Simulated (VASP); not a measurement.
MgO (Periclase): vibrations by perturbation theory with PBEsol

MgO (Periclase):

```
Mg O
1.0
     0.00000    2.10710    2.10710
     2.10710    0.00000    2.10710
     2.10710    2.10710    0.00000
Mg O
1 1
Direct
  0.00000 0.00000 0.00000
  0.50000 0.50000 0.50000
```

* Program: VASP 6.6.1
* Task: vibrations by perturbation theory
* Functional: PBEsol
* Potentials or basis: VASP PAW PBE potentials, release 64 (Mg, O)
* Cutoff: 600 eV
* k mesh: 10 × 10 × 10
* Occupations: gaussian, width 0.01 eV
* Spin: no spin polarisation
* Dipole correction: no
* Further INCAR settings: ALGO = Normal; EDIFF = 1e-08; NBANDS = 11; IBRION = 8; NSW = 1

```
Electronic dielectric tensor (diagonal)                 : 3.17
Born charges (mean of the diagonal)                     : Mg +1.97; O -1.97 e
Highest phonon frequency at Γ, LO-TO splitting left out : 390 cm⁻¹
```

Phonon frequencies in cm⁻¹ (negative: imaginary):
| q point | frequencies |
| --- | --- |
| (0.000, 0.000, 0.000) | 0 0 0 390 390 390 |

Electronic dielectric tensor:
```
3.17 0.00 0.00
0.00 3.17 0.00
0.00 0.00 3.17
```

Born effective charge tensors (e):
atom 1, Mg
```
1.97 0.00 0.00
0.00 1.97 0.00
0.00 0.00 1.97
```
atom 2, O
```
-1.97  0.00  0.00
 0.00 -1.97  0.00
 0.00  0.00 -1.97
```

It took 110 s on 1 thread of Intel(R) Xeon(R) Platinum 8488C (Sapphire Rapids), on a shared host, peak memory 0.21 GiB.
